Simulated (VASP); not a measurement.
# InP (I4/mmm) in VASP: further runs, part 2 of 2

VASP 6.6.1. The steps go on from the part before.

**4. Single point, PBEsol**

This run uses another cell than the first one, of the same volume but with other edges.

File INCAR:

```
PREC     = Accurate       # precision mode
ENCUT    = 520            # plane-wave cutoff, eV
EDIFF    = 1E-7           # SCF threshold, eV
ISMEAR   = 0              # smearing method
SIGMA    = 0.15           # smearing width, eV
LREAL    = F              # projectors in reciprocal space
LASPH    = T              # aspherical terms in the spheres
NELM     = 100            # most SCF steps
ALGO     = Normal         # electronic algorithm
ISIF     = 2              # what is computed and relaxed
LWAVE    = F              # write WAVECAR
LCHARG   = F              # write CHGCAR
GGA      = PS             # functional
NBANDS   = 16             # bands
```

File KPOINTS:

```
Automatic mesh
0
Gamma
  16 16 16
```

File POSCAR:

```
InP
1.0
    0.0000000000      2.9354645283      2.7006273660
    2.9354645283      0.0000000000      2.7006273660
    2.9354645283      2.9354645283      0.0000000000
In P
1 1
Direct
    0.0000000000      0.0000000000      0.0000000000
    0.5000000000      0.5000000000      0.5000000000
```

Potentials or basis: VASP PAW PBE potentials, release 64 (In_d, P).

Launch:

```console
> cat potpaw_PBE.64/In_d/POTCAR potpaw_PBE.64/P/POTCAR > POTCAR
> mpirun -np 1 vasp_std > vasp.out
```

OUTCAR:

```text
PREC = Accurate
   ENCUT = 520
   EDIFF = 1E-7
   ISMEAR = 0
   LREAL = F
   LASPH = T
   NELM = 100
   ISIF = 2
   GGA = PS

 ion  position               nearest neighbor table
   1  0.000  0.000  0.000-   2 2.70   2 2.70   2 2.94   2 2.94   2 2.94   2 2.94
   2  0.500  0.500  0.500-   1 2.70   1 2.70   1 2.94   1 2.94   1 2.94   1 2.94

  LATTYP: Found a body centered tetragonal cell.
 ALAT       =     4.1513737478
 C/A-ratio  =     1.3010764774

  Lattice vectors:

 A1 = (   0.0000000000,  -2.9354645283,  -2.7006273660)
 A2 = (   0.0000000000,   2.9354645283,  -2.7006273660)
 A3 = (   2.9354645283,   0.0000000000,   2.7006273660)

Analysis of symmetry for initial positions (statically):
=====================================================================
 Subroutine PRICEL returns:
 Original cell was already a primitive cell.

 Routine SETGRP: Setting up the symmetry group for a
 body centered tetragonal supercell.

 Subroutine GETGRP returns: Found 16 space group operations
 (whereof 16 operations were pure point group operations)
 out of a pool of 16 trial point group operations.

The static configuration has the point symmetry D_4h.

Analysis of symmetry for dynamics (positions and initial velocities):
=====================================================================
 Subroutine PRICEL returns:
 Original cell was already a primitive cell.

 Routine SETGRP: Setting up the symmetry group for a
 body centered tetragonal supercell.

 Subroutine GETGRP returns: Found 16 space group operations
 (whereof 16 operations were pure point group operations)
 out of a pool of 16 trial point group operations.

The dynamic configuration has the point symmetry D_4h.

 Subroutine INISYM returns: Found 16 space group operations
 (whereof 16 operations are pure point group operations),
 and found     1 'primitive' translations

[... 111 lines left out ...]
   IALGO  =     38    algorithm
   IMIX   =      4    mixing-type and parameters
     AMIX     =   0.40;   BMIX     =  1.00
     AMIX_MAG =   1.60;   BMIX_MAG =  1.00
  volume/ion in A,a.u.               =      23.27       157.04
  Fermi-wavevector in a.u.,A,eV,Ry     =   1.192750  2.253971 19.356375  1.422653
  Thomas-Fermi vector in A             =   2.328781
   LORBIT       =      0    0 simple, 1 ext, 2 COOP (PROOUT), +10 PAW based schemes
   GGA     = PS    functional components
   LHFCALC =     F    Hartree Fock is set to
   AEXX    =    0.0000 exact exchange contribution
   IVDW    =     0    specifies the selected vdW correction
   LEPSILON=     F    determine dielectric tensor
   LRPA    =     F    only Hartree local field effects (RPA)
 non-spin polarized calculation
 Gauss-broadening in eV      SIGMA  =   0.15
  energy-cutoff  :      520.00
  volume of cell :       46.54
 maximum number of plane-waves:      1271
 NGX is ok and might be reduce to    30

 number of electron      17.9999996 magnetization

 Free energy of the ion-electron system (eV)
  ---------------------------------------------------
  ext. energy  EPLUGINS =         0.00000000
  ---------------------------------------------------
  free energy    TOTEN  =        -8.58268992 eV

  energy without entropy =       -8.56643717  energy(sigma->0) =       -8.57456355

 E-fermi :   5.8591     XC(G=0): -10.1285

 val. band max:        5.8475670320   @ k =  -0.3125   0.0000   0.1875
 cond. band min:       5.8613513339   @ k =   0.1250  -0.0000   0.0000
 fundamental gap:      0.0137843019
 Fermi energy:         5.8591368953

 k-point     1 :       0.0000    0.0000    0.0000
  band No.  band energies     occupation
      1      -8.2471      2.00000
      2      -8.2088      2.00000
      3      -8.2051      2.00000
      4      -8.2051      2.00000
      5      -8.1768      2.00000
      6      -5.5356      2.00000
[... 433 lines left out ...]
      3      -8.2043      2.00000
      4      -8.2012      2.00000
      5      -8.1730      2.00000
      6      -5.4226      2.00000
[... 8 lines left out ...]
     15      13.9520      0.00000
     16      15.5387      0.00000

 [... further k-points ...]

------------------------ aborting loop because EDIFF is reached ----------------------------------------

  FORCE on cell =-STRESS in cart. coord.  units (eV):
  Direction    XX          YY          ZZ          XY          YZ          ZX
  --------------------------------------------------------------------------------------
  -------------------------------------------------------------------------------------
  Total       -2.7322400     -2.7322400     -0.9447233      0.0000000      0.0000000     -0.0000000
  in kB      -94.0548272    -94.0548272    -32.5212222      0.0000000      0.0000000     -0.0000000
  external PRESSURE =     -73.5436255 kB  Pullay stress =       0.0000000 kB

 VOLUME and BASIS-vectors are now :
 -----------------------------------------------------------------------------
  energy-cutoff  :      520.00
  volume of cell :       46.54
      direct lattice vectors                 reciprocal lattice vectors
     0.000000000  2.935464528  2.700627366    -0.170330793  0.170330793  0.185142166
     2.935464528  0.000000000  2.700627366     0.170330793 -0.170330793  0.185142166
     2.935464528  2.935464528  0.000000000     0.170330793  0.170330793 -0.185142166

 POSITION                                       TOTAL-FORCE (eV/Angst)
 -----------------------------------------------------------------------------------
      0.00000      0.00000      0.00000         0.000000     -0.000000     -0.000000
      2.93546      2.93546      2.70063        -0.000000      0.000000      0.000000
 -----------------------------------------------------------------------------------
    total drift:                               -0.000000      0.000000      0.000000

  FREE ENERGIE OF THE ION-ELECTRON SYSTEM (eV)
  ---------------------------------------------------
  free  energy   TOTEN  =        -8.5826899222 eV

  energy  without entropy=       -8.5664371687  energy(sigma->0) =       -8.57456355
```

OSZICAR:

```text
N       E                     dE             d eps       ncg     rms          rms(c)
DAV:   1     0.107394208788E+03    0.10739E+03   -0.83864E+03 11248   0.128E+03
DAV:   2    -0.209585628494E+01   -0.10949E+03   -0.10482E+03 12504   0.301E+02
DAV:   3    -0.868421468313E+01   -0.65884E+01   -0.65030E+01 14608   0.703E+01
DAV:   4    -0.884874513569E+01   -0.16453E+00   -0.16445E+00 14208   0.116E+01
DAV:   5    -0.885658505047E+01   -0.78399E-02   -0.78397E-02 16816   0.222E+00    0.398E+00
DAV:   6    -0.859506743126E+01    0.26152E+00   -0.48941E-01 16672   0.114E+01    0.222E+00
DAV:   7    -0.858491245995E+01    0.10155E-01   -0.61533E-02 16008   0.213E+00    0.932E-01
DAV:   8    -0.858275770517E+01    0.21548E-02   -0.53302E-03 14408   0.838E-01    0.121E-01
DAV:   9    -0.858268305488E+01    0.74650E-04   -0.55562E-04 18184   0.322E-01    0.737E-02
DAV:  10    -0.858268673961E+01   -0.36847E-05   -0.41509E-05 13816   0.586E-02    0.375E-02
DAV:  11    -0.858268994844E+01   -0.32088E-05   -0.86877E-06 15368   0.290E-02    0.458E-03
DAV:  12    -0.858268992216E+01    0.26283E-07   -0.65517E-07 13240   0.653E-03
   1 F= -.85826899E+01 E0= -.85745635E+01  d E =-.162528E-01
```

Wall time 96 s (1 thread of Intel Xeon 6975P-C (Granite Rapids), shared host); peak memory 0.37 GiB.

What came out:

| Property | Result |
| --- | --- |
| Free energy | -8.5827 eV |
| Pressure | -7.4 GPa |
| Band gap on the k mesh | zero (bands 9 and 10 overlap by 2.55 eV) |

Stress tensor (GPa, compression positive):
```
-9.41  0.00  0.00
 0.00 -9.41  0.00
 0.00  0.00 -3.25
```

Levels at points of the mesh, in eV from the Fermi level:
```tsv
k point	band 7	band 8	band 9	band 10	band 11	band 12
(0.00, 0.00, 0.00)	-0.76	-0.17	0.03	0.03	6.88	6.88
(0.50, 0.00, 0.00)	-6.26	-0.02	0.24	2.18	3.04	3.89
(0.50, 0.50, 0.00)	-4.48	-3.04	-2.28	-2.28	3.69	8.79
(0.50, 0.00, 0.50)	-4.45	-2.43	-2.37	-1.49	4.08	8.05
```

Caveat: the stress differs along the axes, from -9 to -3 GPa; the PAW data sets were made with another functional, which shifts forces and pressure a little; spin-orbit coupling is left out, which moves the levels of the heavy elements.

**5. The runs side by side**

```csv
cell,gap on the mesh (eV),pressure (GPa)
"a = 3.933, b = 3.933, c = 4.386 Å, angles 56.1, 56.1, 67.8°, 2 atoms",none,0.0
"a = 4.290, b = 4.290, c = 3.699 Å, angles 64.5, 64.5, 51.1°, 2 atoms",none,-1.7
"a = 3.989, b = 3.989, c = 4.151 Å, angles 58.6, 58.6, 62.7°, 2 atoms",none,-7.4
```

Alike in all rows: task single point; level PBEsol; potentials or basis VASP PAW PBE potentials, release 64 (In_d, P); no spin polarisation; k mesh 16 × 16 × 16; cutoff (eV) 520; smearing gaussian 0.15 eV.

Caveats: the PAW data sets were made with another functional, which shifts forces and pressure a little; spin-orbit coupling is left out, which moves the levels of the heavy elements; the stress differs along the axes, from -9 to 18 GPa (at least some runs); the stress differs along the axes, from -9 to 2 GPa (at least some runs); the stress differs along the axes, from -9 to -3 GPa (at least some runs).

Total energies depend on the potentials used, so only differences within one code and one set of settings carry meaning.
